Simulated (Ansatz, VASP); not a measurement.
# SiHgRh in VASP and in Ansatz

The input INCAR:

```
SYSTEM = SiHgRh
PREC = Accurate
ENCUT = 600
EDIFF = 1E-6
ISMEAR = 0
SIGMA = 0.1
LREAL = .False.
LASPH = .True.
NELM = 60
ALGO = Fast
ISIF = 3
LWAVE = .False.
LCHARG = .False.
GGA = PE
IBRION = 2
NSW = 100
EDIFFG = -0.01
```

Contents of KPOINTS:

```
Automatic mesh
0
Gamma
  12 12 14
  0 0 0
```

File POSCAR:

```
SiHgRh
1.0
    4.0771152007      0.0000000000      0.0000000000
   -2.0385576004      3.5308853380      0.0000000000
    0.0000000000      0.0000000000      3.5992621582
Si Hg Rh
1 1 1
Direct
    0.3333333333      0.6666666667      0.5000000000
    0.6666666667      0.3333333333      0.0000000000
    0.0000000000      0.0000000000      0.5000000000
```

Input for Ansatz:

```yaml
crystal:
  lattice:
    - [4.0771152007, 0.0, 0.0]
    - [-2.0385576004, 3.530885338, 0.0]
    - [0.0, 0.0, 3.5992621582]
  atoms:
    - { symbol: Si, position: [0.3333333333, 0.6666666667, 0.5] }
    - { symbol: Hg, position: [0.6666666667, 0.3333333333, 0.0] }
    - { symbol: Rh, position: [0.0, 0.0, 0.5] }
basis:
  ecutwfc: 420
kpoints:
  mp_grid: { grid: [12, 12, 14] }
hamiltonian:
  xc: pbe
scf:
  occupations: { method: gaussian, width: 0.1 }
output:
  forces: true
  stress: true
  eigenvalues: true
relax:
  adjacent_minimum: "off"
  f_tol: 0.01
  max_steps: 80
  cell: { stress_tol: 0.05 }
```

Change from the starting cell: species swapped into the GdCuSi type (P-6m2, No. 187).

Alike in both runs: task relaxation of cell and atoms; functional PBE; k mesh 12 × 12 × 14; occupations gaussian, width 0.1 eV; no spin polarisation.

```csv
,VASP,Ansatz
version,VASP 6.6.1,Ansatz 0.2.0
potentials or method,"VASP PAW PBE potentials, release 64 (Si, Hg, Rh_pv), cutoff 600 eV","scalar-relativistic, plane waves, PAW"
valence electrons in the cell,31,41
```

VASP gave:

```
gap on the k mesh at the Fermi level, each at its own relaxed structure (eV)  : none
relaxed volume (Å³/atom)                                                      : 17.31
relaxed length of the cell vector where the two differ most in proportion (Å) : 3.591
```

**Question.** What did Ansatz give for the same quantities?

**Answer.** gap on the k mesh at the Fermi level, each at its own relaxed structure (eV): none; relaxed volume (Å³/atom): 17.21; relaxed length of the cell vector where the two differ most in proportion (Å): 3.571.

A gap of «none» marks a metal or a gap that the smearing closes. VASP's potentials hold 31 valence electrons a cell and Ansatz's 41, so a difference there can come from the potentials and not from the codes.

Neither program's run includes spin-orbit coupling.
